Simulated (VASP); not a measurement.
Here is a VASP 6.6.1 calculation.

Contents of POSCAR:

```
MgTe
1.0
    4.5775104488      0.0000000000      0.0000000000
   -2.2887552244      3.9642403347      0.0000000000
    0.0000000000      0.0000000000      7.4555751524
Mg Te
2 2
Direct
    0.3333333333      0.6666666667      0.0043977340
    0.6666666667      0.3333333333      0.5043977340
    0.3333333333      0.6666666667      0.3806022660
    0.6666666667      0.3333333333      0.8806022660
```

INCAR.step1

```
SYSTEM = MgTe
PREC = Accurate ; ENCUT = 520
EDIFF = 1E-5 ; ISMEAR = 0
SIGMA = 0.01 ; LREAL = .False.
LASPH = .True. ; NELM = 120
ALGO = Normal ; ISIF = 2
LWAVE = .True. ; GGA = PE
NBANDS = 16 ; GGA_COMPAT = .False.
```

File INCAR.step2:

```
SYSTEM = MgTe
PREC = Accurate ; ENCUT = 520
EDIFF = 1E-6 ; ISMEAR = 0
SIGMA = 0.01 ; LREAL = .False.
LASPH = .True. ; NELM = 120
ALGO = Normal ; ISIF = 2
LWAVE = .False. ; LCHARG = .True.
GGA = PE ; LHFCALC = .True.
HFSCREEN = 0.2079 ; PRECFOCK = Normal
LELF = .True. ; LVHAR = .True.
ISTART = 1 ; NBANDS = 16
GGA_COMPAT = .False.
```

Contents of KPOINTS:

```
Automatic mesh
0
Gamma
  6 6 2
  0 0 0
```

Potentials or basis: VASP PAW PBE potentials, release 64 (Mg, Te).

Run with:

```bash
$ cat potpaw_PBE.64/Mg/POTCAR potpaw_PBE.64/Te/POTCAR > POTCAR
$ cp INCAR.step1 INCAR
$ mpirun -np 1 vasp_std > vasp.out
$ cp INCAR.step2 INCAR
$ mpirun -np 1 vasp_std > vasp.out
```

Problem. Predict the pressure.

Solution. -0.2 GPa.

Problem. Predict the band gap on the k mesh.

Solution. 3.21 eV.

Caveat: the k points lie up to 0.42 Å⁻¹ apart; the PAW data sets were made with another functional, which shifts forces and pressure a little; spin-orbit coupling is left out, which moves the levels of the heavy elements.
